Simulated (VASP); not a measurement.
Runs of VASP 6.6.1 on InAs. Symmetry: Pm-3m, No. 221, cubic system. Conventional cell: a = 3.537 Å, b = 3.537 Å, c = 3.537 Å, α = 90.00°, β = 90.00°, γ = 90.00°. Within 4.0 Å of In (site symmetry m-3m) lie 8 As at 3.06 Å and 6 In at 3.54 Å. As (site symmetry m-3m) has 8 In at 3.06 Å and 6 As at 3.54 Å within 4.0 Å. 

```tsv
level	potentials or basis	spin	k mesh	cutoff (eV)	gap on the mesh (eV)	pressure (GPa)
LDA	VASP PAW LDA potentials, release 64 (In_d, As)	off	4 × 4 × 4	500	none	-2.8
LDA	VASP PAW LDA potentials, release 64 (In_d, As)	off	6 × 6 × 6	500	none	(a)
r2SCAN	VASP PAW PBE potentials, release 64 (In_d, As)	off	6 × 6 × 6	550	none	0.1
PBE	VASP PAW PBE potentials, release 64 (In_d, As)	non-collinear, zero start, SOC	4 × 4 × 4	500	-	2.6
PBE	VASP PAW PBE potentials, release 64 (In_d, As)	off	4 × 4 × 4	500	none	2.6
```

Alike in all rows: task single point; cell as given; smearing fermi-dirac 0.02 eV.

Problem. Fill in the values left out.

Solution. (a) -3.5.

Caveats: some runs use coarse meshes; spin-orbit coupling is left out, which moves the levels of the heavy elements (at least some runs); the cell stands under tension (at least some runs); the PAW data sets were made with another functional, which shifts forces and pressure a little (at least some runs).

A k mesh can miss the band edges, and rows without SOC leave out spin-orbit coupling on As, In.

A gap of «none» marks levels without a gap at the run's occupations.
